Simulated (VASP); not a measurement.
Wanted: the native input for a VASP 6.6.1 run.

| Quantity | Value |
| --- | --- |
| Task | single point |
| Functional | r2SCAN |
| Potentials or basis | VASP PAW PBE potentials, release 64 (Zr_sv, H) |
| Cutoff | 520 eV |
| k mesh | 7 × 7 × 7 |
| Occupations | methfessel-paxton, width 0.1 eV |
| Spin | no spin polarisation |
| Dipole correction | no |
| Further INCAR settings | ALGO = Normal; EDIFF = 1e-06; NBANDS = 16 |

Crystal: ZrH3.

```
Zr H
1.0
     3.11401    0.00000    0.00000
     0.00000    3.11401    0.00000
     0.00000    0.00000    3.11401
Zr H
1 3
Direct
  0.00000 0.00000 0.00000
  0.00000 0.50000 0.50000
  0.50000 0.00000 0.50000
  0.50000 0.50000 0.00000
```

These files were run (other wordings do the same):

POSCAR

```
ZrH3
1.0
    3.1140116445      0.0000000000      0.0000000000
    0.0000000000      3.1140116445      0.0000000000
    0.0000000000      0.0000000000      3.1140116445
Zr H
1 3
Direct
    0.0000000000      0.0000000000      0.0000000000
    0.0000000000      0.5000000000      0.5000000000
    0.5000000000      0.0000000000      0.5000000000
    0.5000000000      0.5000000000      0.0000000000
```

INCAR.step1

```
ALGO = Normal ; EDIFF = 1E-4
ENCUT = 520 ; GGA = PE
ISMEAR = 1 ; LASPH = True
LCHARG = False ; LREAL = False
LWAVE = True ; NBANDS = 16
NELM = 100 ; PREC = Accurate
SIGMA = 0.1
```

INCAR.step2

```
ALGO = Normal ; EDIFF = 1E-6
ENCUT = 520 ; ISIF = 2
ISMEAR = 1 ; ISTART = 1
LASPH = True ; LCHARG = False
LMIXTAU = True ; LREAL = False
LWAVE = False ; METAGGA = R2SCAN
NBANDS = 16 ; NELM = 100
PREC = Accurate ; SIGMA = 0.1
```

KPOINTS

```
k-points
0
Gamma
  7 7 7
```

Potentials or basis: VASP PAW PBE potentials, release 64 (Zr_sv, H).

Run with:

```console
$ cat potpaw_PBE.64/Zr_sv/POTCAR potpaw_PBE.64/H/POTCAR > POTCAR
$ cp INCAR.step1 INCAR
$ mpirun -np 1 vasp_std > vasp.out
$ cp INCAR.step2 INCAR
$ mpirun -np 1 vasp_std > vasp.out
```

It gave:

```
Pressure : -0.1 GPa
```

Caveat: the PAW data sets were made with another functional, which shifts forces and pressure a little.

Wall time 37 s on 1 thread of Intel(R) Xeon(R) Platinum 8259CL CPU @ 2.50GHz (Skylake/Cascade Lake), on a shared host, peak memory 0.14 GiB.
